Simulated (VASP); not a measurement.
# SiNi3 (Pm-3m) in VASP: further runs

The runs below take SiNi3 through single point, with PBE+D3(BJ).

Program: VASP 6.6.1. These are calculated values, not measurements. Logs are shortened: lines on timing, memory, paths and dates and some standing lists are left out, and cuts for length are marked.

## (1) The cell of the first run

It takes space group Pm-3m (No. 221, cubic). The conventional cell has a = 3.460 Å, b = 3.460 Å, c = 3.460 Å, α = 90.00°, β = 90.00°, γ = 90.00°. Ni (site symmetry 4/mmm) has 8 Ni at 2.45 Å and 4 Si at 2.45 Å within 3.2 Å. Si (site symmetry m-3m) has 12 Ni at 2.45 Å within 3.2 Å.

## (2) Single point, PBE+D3(BJ)

Contents of INCAR:

```
SYSTEM = SiNi3
ALGO = Normal ; EDIFF = 1E-6
ENCUT = 600 ; GGA = PE
GGA_COMPAT = .FALSE. ; ISIF = 2
ISMEAR = 0 ; IVDW = 12
LASPH = .TRUE. ; LCHARG = .FALSE.
LREAL = .FALSE. ; LWAVE = .FALSE.
NBANDS = 25 ; NELM = 120
PREC = Accurate ; SIGMA = 0.1
```

Contents of KPOINTS:

```
k-points
0
G
  6 6 6
  0 0 0
```

Contents of POSCAR:

```
SiNi3
1.0
    3.4600000000      0.0000000000      0.0000000000
    0.0000000000      3.4600000000      0.0000000000
    0.0000000000      0.0000000000      3.4600000000
Ni Si
3 1
Direct
    0.0000000000      0.5000000000      0.5000000000
    0.5000000000      0.0000000000      0.5000000000
    0.5000000000      0.5000000000      0.0000000000
    0.0000000000      0.0000000000      0.0000000000
```

Potentials or basis: VASP PAW PBE potentials, release 64 (Ni, Si).

Launch:

```console
> cat potpaw_PBE.64/Ni/POTCAR potpaw_PBE.64/Si/POTCAR > POTCAR
> mpirun -np 1 vasp_std > vasp.out
```

OUTCAR:

```text
SYSTEM = SiNi3
   EDIFF = 1E-6
   ENCUT = 600
   GGA = PE
   ISIF = 2
   ISMEAR = 0
   IVDW = 12
   LASPH = .TRUE.
   LREAL = .FALSE.
   NELM = 120
   PREC = Accurate
 IVDW          = 12

 ion  position               nearest neighbor table
   1  0.000  0.500  0.500-   2 2.45   3 2.45   4 2.45   3 2.45   4 2.45   2 2.45   4 2.45   4 2.45
                             2 2.45   3 2.45   3 2.45   2 2.45
   2  0.500  0.000  0.500-   1 2.45   3 2.45   4 2.45   3 2.45   4 2.45   1 2.45   3 2.45   3 2.45
                             1 2.45   4 2.45   4 2.45   1 2.45
   3  0.500  0.500  0.000-   1 2.45   2 2.45   4 2.45   1 2.45   2 2.45   2 2.45   4 2.45   2 2.45
                             1 2.45   4 2.45   1 2.45   4 2.45
   4  0.000  0.000  0.000-   1 2.45   2 2.45   3 2.45   1 2.45   2 2.45   1 2.45   3 2.45   1 2.45
                             2 2.45   3 2.45   2 2.45   3 2.45

  LATTYP: Found a simple cubic cell.
 ALAT       =     3.4600000000

  Lattice vectors:

 A1 = (   3.4600000000,   0.0000000000,   0.0000000000)
 A2 = (   0.0000000000,   3.4600000000,   0.0000000000)
 A3 = (   0.0000000000,   0.0000000000,   3.4600000000)

Analysis of symmetry for initial positions (statically):
=====================================================================
 Subroutine PRICEL returns:
 Original cell was already a primitive cell.

 Routine SETGRP: Setting up the symmetry group for a
 simple cubic supercell.

 Subroutine GETGRP returns: Found 48 space group operations
 (whereof 48 operations were pure point group operations)
 out of a pool of 48 trial point group operations.

The static configuration has the point symmetry O_h .

Analysis of symmetry for dynamics (positions and initial velocities):
=====================================================================
 Subroutine PRICEL returns:
 Original cell was already a primitive cell.

 Routine SETGRP: Setting up the symmetry group for a
 simple cubic supercell.

 Subroutine GETGRP returns: Found 48 space group operations
 (whereof 48 operations were pure point group operations)
 out of a pool of 48 trial point group operations.

The dynamic configuration has the point symmetry O_h .

 Subroutine INISYM returns: Found 48 space group operations
 (whereof 48 operations are pure point group operations),
 and found     1 'primitive' translations

----------------------------------------------------------------------------------------

                                     Primitive cell

  volume of cell :      41.4217
[... 88 lines left out ...]
   EDIFF  = 0.1E-05   stopping-criterion for ELM
   LREAL  =      F    real-space projection
   EDIFFG = 0.1E-04   stopping-criterion for IOM
   NSW    =      0    number of steps for IOM
   IBRION =     -1    ionic relax: 0-MD 1-quasi-New 2-CG
   NFREE  =      0    steps in history (QN), initial steepest desc. (CG)
   ISIF   =      2    stress and relaxation
   ISYM   =      2    0-nonsym 1-usesym 2-fastsym
   POTIM  = 0.5000    time-step for ionic-motion
   TEBEG  =    0.0;   TEEND  =   0.0 temperature during run
   PSTRESS=    0.0 pullay stress
   NELECT =      34.0000    total number of electrons
   NUPDOWN=      -1.0000    fix difference up-down
   EMIN   =  10.00;   EMAX   =-10.00  energy-range for DOS
   EFERMI =   0.00;   METHOD = LEGACY
   ISMEAR =     0;   SIGMA  =   0.10  broadening in eV -4-tet -1-fermi 0-gaus
   EFERMI_NEDOS =   21; number of points for ismear=-14 and -15
   IALGO  =     38    algorithm
   IMIX   =      4    mixing-type and parameters
     AMIX     =   0.40;   BMIX     =  1.00
     AMIX_MAG =   1.60;   BMIX_MAG =  1.00
  volume/ion in A,a.u.               =      10.36        69.88
  Fermi-wavevector in a.u.,A,eV,Ry     =   1.532822  2.896613 31.967474  2.349543
  Thomas-Fermi vector in A             =   2.639975
   LORBIT       =      0    0 simple, 1 ext, 2 COOP (PROOUT), +10 PAW based schemes
   GGA     = PE    functional components
   LHFCALC =     F    Hartree Fock is set to
   AEXX    =    0.0000 exact exchange contribution
   IVDW    =    12    specifies the selected vdW correction
   LEPSILON=     F    determine dielectric tensor
   LRPA    =     F    only Hartree local field effects (RPA)
 non-spin polarized calculation
 Gauss-broadening in eV      SIGMA  =   0.10
  energy-cutoff  :      600.00
  volume of cell :       41.42
 maximum number of plane-waves:      1409
 NGX is ok and might be reduce to    28
   NGX = 13   NGY = 13   NGZ = 13

 number of electron      33.9999970 magnetization

 Free energy of the ion-electron system (eV)
  ---------------------------------------------------
  ext. energy  EPLUGINS =         0.00000000
  ---------------------------------------------------
  free energy    TOTEN  =       -23.63611243 eV

  energy without entropy =      -23.62778151  energy(sigma->0) =      -23.63194697

 E-fermi :  11.2757     XC(G=0): -13.3177

 val. band max:       11.2441777420   @ k =   0.5000   0.5000   0.3333
 cond. band min:      11.2989464927   @ k =   0.0000   0.0000   0.0000
 fundamental gap:      0.0547687508
 Fermi energy:        11.2757046340

 k-point     1 :       0.0000    0.0000    0.0000
  band No.  band energies     occupation
      1      -0.9828      2.00000
      2       6.1331      2.00000
      3       6.9698      2.00000
      4       6.9698      2.00000
      5       7.5167      2.00000
      6       7.5167      2.00000
[... 549 lines left out ...]
     24      28.1309      0.00000
     25      28.1310      0.00000

------------------------ aborting loop because EDIFF is reached ----------------------------------------

 Edisp (eV)   -2.05864

 E8    (eV) :    -0.8785

  FORCE on cell =-STRESS in cart. coord.  units (eV):
  Direction    XX          YY          ZZ          XY          YZ          ZX
  --------------------------------------------------------------------------------------
  -------------------------------------------------------------------------------------
  Total       0.26817     0.26817     0.26817     0.00000    -0.00000    -0.00000
  in kB      10.37268    10.37268    10.37268     0.00000    -0.00000    -0.00000
  external pressure =       10.37 kB  Pullay stress =        0.00 kB

 VOLUME and BASIS-vectors are now :
 -----------------------------------------------------------------------------
  energy-cutoff  :      600.00
  volume of cell :       41.42
      direct lattice vectors                 reciprocal lattice vectors
     3.460000000  0.000000000  0.000000000     0.289017341  0.000000000  0.000000000
     0.000000000  3.460000000  0.000000000     0.000000000  0.289017341  0.000000000
     0.000000000  0.000000000  3.460000000     0.000000000  0.000000000  0.289017341

 POSITION                                       TOTAL-FORCE (eV/Angst)
 -----------------------------------------------------------------------------------
      0.00000      1.73000      1.73000         0.000000      0.000000      0.000000
      1.73000      0.00000      1.73000         0.000000      0.000000      0.000000
      1.73000      1.73000      0.00000         0.000000      0.000000      0.000000
      0.00000      0.00000      0.00000         0.000000      0.000000      0.000000
 -----------------------------------------------------------------------------------
    total drift:                                0.000000      0.000000      0.000000

  FREE ENERGIE OF THE ION-ELECTRON SYSTEM (eV)
  ---------------------------------------------------
  free  energy   TOTEN  =       -25.6947537141 eV

  energy  without entropy=      -25.6864227906  energy(sigma->0) =      -25.69058825
```

OSZICAR:

```text
N       E                     dE             d eps       ncg     rms          rms(c)
DAV:   1     0.211650846926E+03    0.21165E+03   -0.16774E+04  1016   0.203E+03
DAV:   2    -0.162041751394E+02   -0.22786E+03   -0.21509E+03  1001   0.352E+02
DAV:   3    -0.272275605051E+02   -0.11023E+02   -0.10668E+02  1158   0.101E+02
DAV:   4    -0.274110130692E+02   -0.18345E+00   -0.18309E+00  1128   0.117E+01
DAV:   5    -0.274166528442E+02   -0.56398E-02   -0.56392E-02  1226   0.192E+00    0.204E+01
DAV:   6    -0.269519830803E+02    0.46467E+00   -0.32280E+01  1150   0.103E+02    0.162E+01
DAV:   7    -0.237223017204E+02    0.32297E+01   -0.10207E+01  1160   0.567E+01    0.422E+00
DAV:   8    -0.236505015994E+02    0.71800E-01   -0.37618E-01  1180   0.486E+00    0.130E+00
DAV:   9    -0.236377786079E+02    0.12723E-01   -0.17042E-02  1472   0.170E+00    0.459E-01
DAV:  10    -0.236361632136E+02    0.16154E-02   -0.21728E-03  1303   0.383E-01    0.118E-01
DAV:  11    -0.236361291692E+02    0.34044E-04   -0.22540E-04  1470   0.223E-01    0.435E-02
DAV:  12    -0.236361183792E+02    0.10790E-04   -0.38359E-05  1160   0.744E-02    0.167E-02
DAV:  13    -0.236361139786E+02    0.44006E-05   -0.46905E-06  1303   0.177E-02    0.554E-03
DAV:  14    -0.236361124646E+02    0.15140E-05   -0.61722E-07   575   0.727E-03    0.182E-03
DAV:  15    -0.236361124296E+02    0.34987E-07   -0.86675E-08   548   0.314E-03
   1 F= -.25694754E+02 E0= -.25690588E+02  d E =-.833092E-02
```

stdout:

```text
POSCAR found type information on POSCAR NiSi
 POSCAR found :  2 types and       4 ions
 scaLAPACK will be used
 LDA part: xc-table for (Slater+PW92), standard interpolation
 POSCAR, INCAR and KPOINTS ok, starting setup
 FFT: planning ... GRIDC
 FFT: planning ... GRID_SOFT
 FFT: planning ... GRID
 WAVECAR not read
 entering main loop
```

Wall time 44 s (1 thread of Intel Xeon 8259CL, shared host); peak memory 0.18 GiB.

Results:

```yaml
Free_energy: -25.6948 eV
Pressure: 1.0 GPa
Band_gap_on_the_k_mesh: zero (bands 17 and 18 overlap by 0.25 eV)
Dispersion_energy_per_atom: -0.515 eV
```

Spin polarisation is off, so any magnetic state and its effect on volume and gap are missing.

## (3) Single point, PBE+D3(BJ)

This run uses another cell than the first one, of 10.41 Å³/atom.

Contents of INCAR:

```
PREC = Accurate ; ENCUT = 600
EDIFF = 1E-6 ; ISMEAR = 0
SIGMA = 0.1 ; LREAL = F
LASPH = T ; NELM = 120
ALGO = Normal ; ISIF = 2
LWAVE = F ; LCHARG = F
GGA = PE ; IVDW = 12
NBANDS = 25 ; GGA_COMPAT = F
```

Contents of KPOINTS:

```
regular mesh
0
Gamma
  12 12 12
```

Contents of POSCAR:

```
SiNi3
1.0
    3.4656256403      0.0000000000      0.0000000000
    0.0000000000      3.4656256403      0.0000000000
    0.0000000000      0.0000000000      3.4656256403
Ni Si
3 1
Direct
    0.0000000000      0.5000000000      0.5000000000
    0.5000000000      0.0000000000      0.5000000000
    0.5000000000      0.5000000000      0.0000000000
    0.0000000000      0.0000000000      0.0000000000
```

Potentials or basis: VASP PAW PBE potentials, release 64 (Ni, Si).

Launch:

```console
> cat potpaw_PBE.64/Ni/POTCAR potpaw_PBE.64/Si/POTCAR > POTCAR
> mpirun -np 1 vasp_std > vasp.out
```

It took 2.3 min on 1 thread of Intel Xeon 8259CL, shared host; peak memory 0.23 GiB.

It converged, with:

- Free energy: -25.6973 eV
- Pressure: -0.2 GPa
- Band gap on the k mesh: zero (bands 17 and 18 overlap by 0.25 eV)
- Dispersion energy per atom: -0.512 eV

Levels at points of the mesh, in eV from the Fermi level:
| k point | band 13 | band 14 | band 15 | band 16 | band 17 | band 18 | band 19 | band 20 | band 21 | band 22 |
| --- | --- | --- | --- | --- | --- | --- | --- | --- | --- | --- |
| (0.00, 0.00, 0.00) | -0.93 | -0.65 | -0.65 | -0.31 | 0.04 | 0.04 | 0.04 | 5.16 | 6.49 | 6.49 |
| (0.50, 0.00, 0.00) | -1.38 | -1.36 | -1.20 | -0.58 | 0.04 | 3.74 | 3.74 | 5.35 | 5.35 | 5.47 |
| (0.50, 0.50, 0.00) | -1.51 | -1.50 | -1.17 | -1.07 | -0.99 | 0.69 | 0.69 | 5.80 | 6.51 | 7.80 |
| (0.50, 0.50, 0.50) | -1.52 | -1.31 | -1.31 | -0.46 | -0.21 | -0.21 | -0.21 | 1.36 | 4.18 | 4.18 |

The gap in the log of VASP goes by the Fermi energy; the results here count the filled bands.